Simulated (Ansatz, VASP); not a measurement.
MnS in VASP and in Ansatz

```
CELL_PARAMETERS angstrom
0.00000 2.63877 2.63877
2.63877 0.00000 2.63877
2.63877 2.63877 0.00000
ATOMIC_POSITIONS crystal
Mn 0.00000 0.00000 0.00000
S 0.50000 0.50000 0.50000
```

Change from the starting cell: volume scaled by 1.04.

Alike in both runs: functional revPBE; dispersion D4; k mesh 9 × 9 × 9; occupations fermi-dirac, width 0.025 eV; collinear spin; Hubbard terms Mn d U = 3.0 eV.

```csv
,VASP,Ansatz
version,VASP 6.6.1,Ansatz 0.2.0
potentials or method,"VASP PAW PBE potentials, release 64 (Mn_pv, S)",Ansatz PAW
plane-wave cutoff (eV),520,420
valence electrons in the cell,19,21
task,single point,projected density of states
```

Ansatz gave:

* gap on the k mesh at the Fermi level (eV): 0.79
* least direct gap on the mesh (eV): 2.01
* pressure (GPa): -2.1
* net moment per atom (μB): 2.50
* size of the moment on the site where the two differ most (μB): 4.52

**Question.** What did VASP give for the same quantities?

**Answer.** gap on the k mesh at the Fermi level (eV): 0.63; least direct gap on the mesh (eV): 2.42; pressure (GPa): -3.7; net moment per atom (μB): 2.50; size of the moment on the site where the two differ most (μB): 4.58.

VASP's potentials were made for PBE, not for revPBE. Site moments also hang on the region over which each program counts them. The programs project onto different local orbitals, so the same U acts differently, and such runs can settle in different states. VASP's potentials hold 19 valence electrons a cell and Ansatz's 21, so a difference there can come from the potentials and not from the codes.

Noted on Ansatz's run: the magnetic or orbital state may not be the lowest; odd divisions of the mesh miss points on the zone boundary, where band edges often lie, so the gap on the mesh can be too wide.
